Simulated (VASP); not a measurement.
**KYSe2: single point with r2SCAN**

Crystal: KYSe2.

```
CELL_PARAMETERS angstrom
4.31975 0.00000 0.00000
0.00000 4.31975 0.00000
0.00000 0.00000 5.86828
ATOMIC_POSITIONS crystal
K 0.00000 0.00000 0.00000
Se 0.00000 0.00000 0.50000
Se 0.50000 0.50000 0.00000
Y 0.50000 0.50000 0.50000
```

```
Program             : VASP 6.6.1
Task                : single point
Functional          : r2SCAN
Potentials or basis : VASP PAW PBE potentials, release 64 (K_sv, Se, Y_sv)
Cutoff              : 520 eV
k mesh              : 6 × 6 × 4
Occupations         : gaussian, width 0.01 eV
Spin                : no spin polarisation
```

```yaml
Pressure: 0.0 GPa
Band_gap_on_the_k_mesh: 0.50 eV
```

Levels at points of the mesh, in eV from the valence-band top:
```tsv
k point	band 12	band 13	band 14	band 15	band 16	band 17	band 18	band 19	band 20	band 21
(0.00, 0.00, 0.00)	-1.94	-1.94	-0.47	0.00	0.00	0.50	2.20	2.43	2.43	2.45
(0.50, 0.00, 0.00)	-2.87	-1.74	-1.72	-1.67	-0.59	2.77	3.04	3.16	3.55	5.16
(0.50, 0.50, 0.00)	-3.16	-1.30	-1.08	-0.67	-0.67	1.23	1.23	3.12	3.42	3.76
(0.00, 0.00, 0.50)	-2.25	-1.95	-1.95	-0.47	-0.47	0.58	2.22	2.56	3.65	3.65
(0.50, 0.00, 0.50)	-3.00	-2.91	-2.49	-0.95	-0.85	3.21	3.75	3.81	4.15	5.07
(0.50, 0.50, 0.50)	-3.12	-2.66	-1.85	-1.40	-1.40	3.01	3.01	3.27	3.46	3.77
```

Run time: 2.2 min on 1 thread of Intel(R) Xeon(R) 6975P-C (Granite Rapids), with other jobs on the host, peak memory 0.29 GiB.

Caveat: semilocal functionals underestimate gaps, and a narrow one can read as zero; the PAW data sets were made with another functional, which shifts forces and pressure a little. A k mesh can miss the band edges.
